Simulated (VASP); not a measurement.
A run of VASP 6.6.1 is set up as follows.

The input POSCAR:

```
NaF
1.0
    2.7934851918      0.0000000000      0.0000000000
    0.0000000000      2.7934851918      0.0000000000
    0.0000000000      0.0000000000      2.7934851918
Na F
1 1
Direct
    0.0000000000      0.0000000000      0.0000000000
    0.5000000000      0.5000000000      0.5000000000
```

File INCAR.step1:

```
ALGO = Normal ; EDIFF = 1E-4
ENCUT = 520 ; GGA = PE
ISMEAR = 0 ; LASPH = T
LCHARG = F ; LREAL = F
LWAVE = T ; NBANDS = 14
NELM = 60 ; PREC = Accurate
SIGMA = 0.01
```

INCAR.step2

```
ALGO = Normal ; EDIFF = 1E-6
ENCUT = 520 ; ISIF = 2
ISMEAR = 0 ; ISTART = 1
LASPH = T ; LCHARG = F
LMIXTAU = T ; LREAL = F
LWAVE = F ; METAGGA = R2SCAN
NBANDS = 14 ; NELM = 60
PREC = Accurate ; SIGMA = 0.01
```

Contents of KPOINTS:

```
k-points
0
Gamma
  10 10 10
```

Potentials or basis: VASP PAW PBE potentials, release 64 (Na_pv, F).

Launch:

```sh
$ cat potpaw_PBE.64/Na_pv/POTCAR potpaw_PBE.64/F/POTCAR > POTCAR
$ cp INCAR.step1 INCAR
$ mpirun -np 1 vasp_std > vasp.out
$ cp INCAR.step2 INCAR
$ mpirun -np 1 vasp_std > vasp.out
```

**Question.** What does it give for the band gap on the k mesh?

**Answer.** 7.12 eV, indirect (least direct gap 7.45 eV).

**Question.** What does it give for the pressure?

**Answer.** -0.8 GPa.

Caveat: the PAW data sets were made with another functional, which shifts forces and pressure a little. A k mesh can miss the band edges.
